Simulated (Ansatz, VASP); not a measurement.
**MnSn3: VASP beside Ansatz**

```
Sn Mn
1.0
     0.00000    3.59620    3.59620
     3.59620    0.00000    3.59620
     3.59620    3.59620    0.00000
Sn Mn
3 1
Direct
  0.25000 0.25000 0.25000
  0.75000 0.75000 0.75000
  0.50000 0.50000 0.50000
  0.00000 0.00000 0.00000
```

Alike in both runs: task single point; functional PBEsol; k mesh 10 × 10 × 10; occupations gaussian, width 0.1 eV; no spin polarisation.

```csv
,VASP,Ansatz
version,VASP 6.6.1,Ansatz 0.2.0
potentials or method,"VASP PAW PBE potentials, release 64 (Sn_d, Mn_pv), cutoff 520 eV","scalar-relativistic, plane waves, PAW"
valence electrons in the cell,55,57
```

|  | VASP | Ansatz | Ansatz less VASP |
| --- | --- | --- | --- |
| gap on the k mesh at the Fermi level (eV) | none | none | - |
| pressure (GPa) | -7.2 | -7.2 | +0.02 |

VASP's potentials were made for PBE, not for PBEsol. A gap of «none» marks a metal or a gap that the smearing closes. VASP's potentials hold 55 valence electrons a cell and Ansatz's 57, so a difference there can come from the potentials and not from the codes.
